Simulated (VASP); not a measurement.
Write the native input for VASP 6.6.1 that does the following.

| Item | Value |
| --- | --- |
| Task | single point |
| Functional | PBE |
| Potentials or basis | VASP PAW PBE potentials, release 64 (Pt) |
| Cutoff | 520 eV |
| k mesh | 18 × 18 × 18 |
| Occupations | fermi-dirac, width 0.03 eV |
| Spin | no spin polarisation |
| Dipole correction | no |
| Further INCAR settings | ALGO = Normal; EDIFF = 1e-06; NBANDS = 11 |

The structure of Pt lies in POSCAR:

```
Pt
1.0
    0.0000000000      1.9447593356      1.9447593356
    1.9447593356      0.0000000000      1.9447593356
    1.9447593356      1.9447593356      0.0000000000
Pt
1
Direct
    0.0000000000      0.0000000000      0.0000000000
```

This cell differs from its parent crystal: volume scaled by 0.98.

One way to write it, as run:

INCAR

```
SYSTEM = Pt
ALGO = Normal
EDIFF = 1E-6
ENCUT = 520
GGA = PE
ISIF = 2
ISMEAR = -1
LASPH = .True.
LCHARG = .False.
LREAL = .False.
LWAVE = .False.
NBANDS = 11
NELM = 60
PREC = Accurate
SIGMA = 0.03
```

KPOINTS

```
k-points
0
Gamma
  18 18 18
  0 0 0
```

Potentials or basis: VASP PAW PBE potentials, release 64 (Pt).

Launch:

```bash
$ cat potpaw_PBE.64/Pt/POTCAR > POTCAR
$ mpirun -np 1 vasp_std > vasp.out
```

It gave:

```json
{
  "Pressure": "17.4 GPa",
  "Band gap on the k mesh": "zero (band 5 reaches 12.27 eV, above the bottom of band 6 at 9.94 eV)"
}
```

Caveat: spin-orbit coupling is left out, which moves the levels of the heavy elements.

Run time: 20 s on 1 thread of AMD EPYC 9R45 (Zen 5), on a shared host, peak memory 0.12 GiB.
